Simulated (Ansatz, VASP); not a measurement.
**Two plane-wave programs on C**

INCAR

```
  PREC = Accurate
  ENCUT = 520
  EDIFF = 1E-6
  ISMEAR = 0
  SIGMA = 0.05
  LREAL = F
  LASPH = T
  NELM = 80
  ALGO = Normal
  ISIF = 2
  LWAVE = F
  LCHARG = F
  GGA = CA
  NBANDS = 11
```

The input KPOINTS:

```
regular mesh
0
Gamma
  12 12 12
```

POSCAR

```
C
1.0
    0.0000000000      1.8381921668      1.6293735366
    1.8381921668      0.0000000000      1.6293735366
    1.8381921668      1.8381921668      0.0000000000
C
2
Direct
    0.5000000000      0.5000000000      0.5000000000
    0.7500000000      0.7500000000      0.7500000000
```

Input for Ansatz:

```yaml
crystal:
  lattice:
    - [0.0, 1.8381921668, 1.6293735366]
    - [1.8381921668, 0.0, 1.6293735366]
    - [1.8381921668, 1.8381921668, 0.0]
  atoms:
    - { symbol: C, position: [0.5, 0.5, 0.5] }
    - { symbol: C, position: [0.75, 0.75, 0.75] }
basis:
  ecutwfc: 520.0
kpoints:
  mp_grid: { grid: [12, 12, 12] }
hamiltonian:
  xc: lda
  pseudopotentials: { kind: paw, azcp: { folder: soft_1 } }
scf:
  occupations: { method: gaussian, width: 0.05 }
output:
  forces: true
  stress: true
  eigenvalues: true
```

Alike in both runs: task single point; functional LDA; k mesh 12 × 12 × 12; occupations gaussian, width 0.05 eV; no spin polarisation.

|  | VASP | Ansatz |
| --- | --- | --- |
| version | VASP 6.6.1 | Ansatz 0.2.0 |
| potentials or method | VASP PAW LDA potentials, release 64 (C), cutoff 520 eV | scalar-relativistic, plane waves, PAW |
| valence electrons in the cell | 8 | 8 |

```tsv
	VASP	Ansatz	Ansatz less VASP
gap on the k mesh at the Fermi level (eV)	1.23	1.24	+0.012
least direct gap on the mesh (eV)	3.70	3.70	-0.002
pressure (GPa)	1.8	0.1	-1.67
traceless stress, the component that is largest in VASP (GPa)	67.03	67.16	+0.134
```

Ansatz warns that its potentials were made for another functional, while VASP's fit it. LDA's correlation is that of Perdew and Zunger in VASP and of Perdew and Wang (1992) in Ansatz.
